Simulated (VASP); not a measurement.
# TiSi2 (Immm) in VASP: a series of runs, part 3 of 3

VASP 6.6.1. The steps go on from the part before.

### Step 5. Single point, PBE

Input file INCAR:

```
PREC = Accurate ; ENCUT = 520
EDIFF = 1E-7 ; ISMEAR = 0
SIGMA = 0.1 ; LREAL = False
LASPH = True ; NELM = 100
ALGO = Normal ; ISIF = 2
LWAVE = False ; LCHARG = False
GGA = PE ; NBANDS = 17
```

Input file KPOINTS:

```
regular mesh
0
Gamma
  2 2 2
```

Input file POSCAR:

```
TiSi2
1.0
   -1.4728720000      1.7121300000      4.2120830000
    1.4728720000     -1.7121300000      4.2120830000
    1.4728720000      1.7121300000     -4.2120830000
Ti Si
1 2
Direct
    0.0000000000      0.0000000000      0.0000000000
    0.3299220000      0.3299220000      0.0000000000
    0.6700780000      0.6700780000      0.0000000000
```

Potentials or basis: VASP PAW PBE potentials, release 64 (Ti_sv, Si).

Run with:

```console
cat potpaw_PBE.64/Ti_sv/POTCAR potpaw_PBE.64/Si/POTCAR > POTCAR
mpirun -np 1 vasp_std > vasp.out
```

OUTCAR:

```text
PREC = Accurate
   ENCUT = 520
   EDIFF = 1E-7
   ISMEAR = 0
   LREAL = False
   LASPH = True
   NELM = 100
   ISIF = 2
   GGA = PE

 ion  position               nearest neighbor table
   1  0.000  0.000  0.000-   3 2.67   3 2.67   3 2.67   2 2.67   3 2.67   2 2.67   2 2.67   2 2.67
                             2 2.78   3 2.78
   2  0.330  0.330  0.000-   3 2.63   3 2.63   3 2.63   3 2.63   1 2.67   1 2.67   1 2.67   1 2.67
                             1 2.78   3 2.87
   3  0.670  0.670  0.000-   2 2.63   2 2.63   2 2.63   2 2.63   1 2.67   1 2.67   1 2.67   1 2.67
                             1 2.78   2 2.87

  LATTYP: Found a body centered orthorhombic cell.
 ALAT       =     2.9457440000
 B/A-ratio  =     1.1624431723
 C/A-ratio  =     2.8597753233

  Lattice vectors:

 A1 = (  -1.4728720000,   1.7121300000,   4.2120830000)
 A2 = (   1.4728720000,  -1.7121300000,   4.2120830000)
 A3 = (   1.4728720000,   1.7121300000,  -4.2120830000)

Analysis of symmetry for initial positions (statically):
=====================================================================
 Subroutine PRICEL returns:
 Original cell was already a primitive cell.

 Routine SETGRP: Setting up the symmetry group for a
 body centered orthorhombic supercell.

 Subroutine GETGRP returns: Found  8 space group operations
 (whereof  8 operations were pure point group operations)
 out of a pool of  8 trial point group operations.

The static configuration has the point symmetry D_2h.

Analysis of symmetry for dynamics (positions and initial velocities):
=====================================================================
 Subroutine PRICEL returns:
 Original cell was already a primitive cell.

 Routine SETGRP: Setting up the symmetry group for a
 body centered orthorhombic supercell.

 Subroutine GETGRP returns: Found  8 space group operations
 (whereof  8 operations were pure point group operations)
 out of a pool of  8 trial point group operations.

The dynamic configuration has the point symmetry D_2h.

 Subroutine INISYM returns: Found  8 space group operations
 (whereof  8 operations are pure point group operations),
 and found     1 'primitive' translations

----------------------------------------------------------------------------------------

                                     Primitive cell

  volume of cell :      42.4873

  direct lattice vectors                    reciprocal lattice vectors
    -1.472872000  1.712130000  4.212083000     0.000000000  0.292033899  0.118706113
     1.472872000 -1.712130000  4.212083000     0.339472812  0.000000000  0.118706113
     1.472872000  1.712130000 -4.212083000     0.339472812  0.292033899  0.000000000

  length of vectors
     4.779370698  4.779370698  4.779370698     0.315237909  0.359628880  0.447800836

  position of ions in fractional coordinates (direct lattice)
     0.000000000  0.000000000  0.000000000
     0.329922000  0.329922000  0.000000000
     0.670078000  0.670078000  0.000000000

  ion indices of the primitive-cell ions
   primitive index   ion index
                 1           1
                 2           2
                 3           3

----------------------------------------------------------------------------------------

 KPOINTS: regular mesh

Automatic generation of k-mesh.
 Grid dimensions read from file:
 generate k-points for:    2    2    2

 Generating k-lattice:

  Cartesian coordinates                     Fractional coordinates (reciprocal lattice)
     0.000000000  0.146016950  0.059353056     0.500000000  0.000000000 -0.000000000
     0.169736406  0.000000000  0.059353056     0.000000000  0.500000000  0.000000000
     0.169736406  0.146016950  0.000000000    -0.000000000  0.000000000  0.500000000

  Length of vectors
     0.157618955  0.179814440  0.223900418

  Shift w.r.t. Gamma in fractional coordinates (k-lattice)
     0.000000000  0.000000000  0.000000000

 Subroutine IBZKPT returns following result:
 ===========================================

 Found      5 irreducible k-points:

 Following reciprocal coordinates:
            Coordinates               Weight
  0.000000  0.000000  0.000000      1.000000
  0.500000  0.000000 -0.000000      2.000000
  0.000000  0.500000 -0.000000      2.000000
  0.500000  0.500000 -0.000000      2.000000
  0.500000  0.500000  0.500000      1.000000
   k-points           NKPTS =      5   k-points in BZ     NKDIM =      5   number of bands    NBANDS=     17
   number of dos      NEDOS =    301   number of ions     NIONS =      3
   total plane-waves  NPLWV =  46656
   dimension x,y,z NGX =    36 NGY =   36 NGZ =   36
   dimension x,y,z NGXF=    72 NGYF=   72 NGZF=   72
   ions per type =               1   2
   NGX,Y,Z   is equivalent  to a cutoff of  12.52, 12.52, 12.52 a.u.
   NGXF,Y,Z  is equivalent  to a cutoff of  25.04, 25.04, 25.04 a.u.
 SYSTEM =  unknown system
   PREC   = accura    normal or accurate (medium, high low for compatibility)
   ISTART =      0    job   : 0-new  1-cont  2-samecut
   ICHARG =      2    charge: 1-file 2-atom 10-const
   ISPIN  =      1    spin polarized calculation?
   LNONCOLLINEAR =      F non collinear calculations
   LSORBIT =      F    spin-orbit coupling
   LASPH  =      T    aspherical Exc in radial PAW
   ENCUT  =  520.0 eV  38.22 Ry    6.18 a.u.   8.89  8.89  8.89*2*pi/ulx,y,z
   NELM   =    100;   NELMIN=  2; NELMDL= -5     # of ELM steps
   EDIFF  = 0.1E-06   stopping-criterion for ELM
   LREAL  =      F    real-space projection
   EDIFFG = 0.1E-05   stopping-criterion for IOM
   NSW    =      0    number of steps for IOM
   IBRION =     -1    ionic relax: 0-MD 1-quasi-New 2-CG
   NFREE  =      0    steps in history (QN), initial steepest desc. (CG)
   ISIF   =      2    stress and relaxation
   ISYM   =      2    0-nonsym 1-usesym 2-fastsym
   POTIM  = 0.5000    time-step for ionic-motion
   TEBEG  =    0.0;   TEEND  =   0.0 temperature during run
   PSTRESS=    0.0 pullay stress
   NELECT =      20.0000    total number of electrons
   NUPDOWN=      -1.0000    fix difference up-down
   EMIN   =  10.00;   EMAX   =-10.00  energy-range for DOS
   EFERMI =   0.00;   METHOD = LEGACY
   ISMEAR =     0;   SIGMA  =   0.10  broadening in eV -4-tet -1-fermi 0-gaus
   EFERMI_NEDOS =   21; number of points for ismear=-14 and -15
   IALGO  =     38    algorithm
   IMIX   =      4    mixing-type and parameters
     AMIX     =   0.40;   BMIX     =  1.00
     AMIX_MAG =   1.60;   BMIX_MAG =  1.00
  volume/ion in A,a.u.               =      14.16        95.57
  Fermi-wavevector in a.u.,A,eV,Ry     =   1.273499  2.406564 22.065925  1.621800
  Thomas-Fermi vector in A             =   2.406319
   LORBIT       =      0    0 simple, 1 ext, 2 COOP (PROOUT), +10 PAW based schemes
   GGA     = PE    functional components
   LHFCALC =     F    Hartree Fock is set to
   AEXX    =    0.0000 exact exchange contribution
   IVDW    =     0    specifies the selected vdW correction
   LEPSILON=     F    determine dielectric tensor
   LRPA    =     F    only Hartree local field effects (RPA)
 non-spin polarized calculation
 Gauss-broadening in eV      SIGMA  =   0.10
  energy-cutoff  :      520.00
  volume of cell :       42.49
 maximum number of plane-waves:      1156
 NGX is ok and might be reduce to    36
   NGX = 17   NGY = 17   NGZ = 17

 number of electron      19.9999997 magnetization

 Free energy of the ion-electron system (eV)
  ---------------------------------------------------
  ext. energy  EPLUGINS =         0.00000000
  ---------------------------------------------------
  free energy    TOTEN  =       -20.47972036 eV

  energy without entropy =      -20.47866179  energy(sigma->0) =      -20.47919108

 E-fermi :  11.0926     XC(G=0): -11.6853

 val. band max:       10.9295895717   @ k =   0.0000   0.0000   0.0000
 cond. band min:      11.2776425796   @ k =   0.5000   0.0000  -0.0000
 fundamental gap:      0.3480530080
 Fermi energy:        11.0925739243

 k-point     1 :       0.0000    0.0000    0.0000
  band No.  band energies     occupation
      1     -45.6413      2.00000
      2     -22.0187      2.00000
      3     -21.9542      2.00000
      4     -21.7187      2.00000
      5      -2.7001      2.00000
      6       5.3294      2.00000
[... 77 lines left out ...]
      4     -21.7192      2.00000
      5      -1.6152      2.00000
      6       1.2300      2.00000
[... 9 lines left out ...]
     16      16.9364      0.00000
     17      18.7704      0.00000

------------------------ aborting loop because EDIFF is reached ----------------------------------------

  FORCE on cell =-STRESS in cart. coord.  units (eV):
  Direction    XX          YY          ZZ          XY          YZ          ZX
  --------------------------------------------------------------------------------------
  -------------------------------------------------------------------------------------
  Total       -4.5756062      2.3019045     -0.6152585      0.0000000      0.0000000      0.0000000
  in kB     -172.5442807     86.8038979    -23.2011512      0.0000000      0.0000000      0.0000000
  external PRESSURE =     -36.3138447 kB  Pullay stress =       0.0000000 kB

 VOLUME and BASIS-vectors are now :
 -----------------------------------------------------------------------------
  energy-cutoff  :      520.00
  volume of cell :       42.49
      direct lattice vectors                 reciprocal lattice vectors
    -1.472872000  1.712130000  4.212083000     0.000000000  0.292033899  0.118706113
     1.472872000 -1.712130000  4.212083000     0.339472812  0.000000000  0.118706113
     1.472872000  1.712130000 -4.212083000     0.339472812  0.292033899  0.000000000

 POSITION                                       TOTAL-FORCE (eV/Angst)
 -----------------------------------------------------------------------------------
      0.00000      0.00000      0.00000        -0.000000     -0.000000      0.000000
      0.00000      0.00000      2.77932        -0.000000      0.000000      0.758547
      0.00000      0.00000      5.64485         0.000000     -0.000000     -0.758547
 -----------------------------------------------------------------------------------
    total drift:                               -0.000000      0.000000     -0.000000

  FREE ENERGIE OF THE ION-ELECTRON SYSTEM (eV)
  ---------------------------------------------------
  free  energy   TOTEN  =       -20.4797203616 eV

  energy  without entropy=      -20.4786617912  energy(sigma->0) =      -20.47919108
```

It took 10 s on 1 thread of Intel Xeon 8259CL, shared host; peak memory 0.19 GiB.

What came out:

```
Free energy            : -20.4797 eV
Pressure               : -3.6 GPa
Largest force          : 0.759 eV/Å
Band gap on the k mesh : zero (band 10 reaches 11.28 eV, above the bottom of band 11 at 9.42 eV)
```

Forces in eV/Å, atoms in the order of the input:
```
Ti   0.000  0.000  0.000
Si   0.000  0.000  0.759
Si   0.000  0.000 -0.759
```

Stress tensor (GPa, compression positive):
```
-17.25   0.00   0.00
  0.00   8.68   0.00
  0.00   0.00  -2.32
```

Caveat: the k points lie up to 1.41 Å⁻¹ apart.

### Step 6. Single point, PBE+D3(BJ)

Input file INCAR:

```
PREC = Accurate
ENCUT = 520
EDIFF = 1E-7
ISMEAR = 0
SIGMA = 0.1
LREAL = False
LASPH = True
NELM = 80
ALGO = Normal
ISIF = 2
LWAVE = False
LCHARG = True
GGA = PE
IVDW = 12
LELF = True
LVHAR = True
NBANDS = 17
ISYM = 0
```

Input file KPOINTS:

```
Automatic mesh
0
Gamma
  3 6 1
```

POSCAR is that of step 5.

Potentials or basis: VASP PAW PBE potentials, release 64 (Ti_sv, Si).

Run with:

```console
cat potpaw_PBE.64/Ti_sv/POTCAR potpaw_PBE.64/Si/POTCAR > POTCAR
mpirun -np 1 vasp_std > vasp.out
```

Run time: 21 s. Hardware: 1 thread of Intel Xeon 8259CL, shared host; peak memory 0.2 GiB.

Results (log left out):

- Free energy: -21.6229 eV
- Pressure: -6.3 GPa
- Largest force: 0.857 eV/Å
- Band gap on the k mesh: zero (band 10 reaches 11.07 eV, above the bottom of band 11 at 9.17 eV)
- Dispersion energy per atom: -0.531 eV

Forces in eV/Å, atoms in the order of the input:
```
Ti   0.000  0.000  0.000
Si   0.059  0.759  0.394
Si  -0.059 -0.759 -0.394
```

Stress tensor (GPa, compression positive):
```
 -6.29   5.91  -4.82
  5.91 -15.48  -6.76
 -4.82  -6.76   2.91
```

Levels at points of the mesh, in eV from the Fermi level:
```
           k point  band 8  band 9  band 10  band 11  band 12  band 13
(0.00, 0.00, 0.00)   -1.86   -0.37     1.00     2.33     2.61     3.50
(0.00, 0.50, 0.00)   -3.01   -0.64    -0.20     1.17     3.13     3.53
```

Caveat: the k points lie up to 2.81 Å⁻¹ apart; three body term missing; pairwise dispersion overbinds metals, which lowers pressure and volume.

### Step 7. Summary

| level | U | k mesh | smearing | gap on the mesh (eV) | pressure (GPa) | largest force (eV/Å) |
| --- | --- | --- | --- | --- | --- | --- |
| PBE+D3(BJ)+U | Ti d U = 2.8 eV | 6 × 6 × 6 | gaussian 0.1 eV | none | -2.6 | 0.30 |
| PBE | - | 8 × 8 × 8 | gaussian 0.1 eV | none | 0.3 | 0.04 |
| PBE | - | 7 × 7 × 9 | fermi-dirac 0.272114 eV | none | 1.0 | 0.03 |
| PBE | - | 2 × 2 × 2 | gaussian 0.1 eV | none | -3.6 | 0.76 |
| PBE+D3(BJ) | - | 3 × 6 × 1 | gaussian 0.1 eV | none | -6.3 | 0.86 |

Alike in all rows: task single point; potentials or basis VASP PAW PBE potentials, release 64 (Ti_sv, Si); no spin polarisation; cell as given; cutoff (eV) 520.

Caveats: some runs use coarse meshes; pairwise dispersion overbinds metals, which lowers pressure and volume (some runs); U without spin polarisation on a metal has little footing (some runs); the U is typed as a test and isn't derived for this compound (some runs); three body term missing (some runs).

Absolute energies hang on the potentials; compare differences alone.
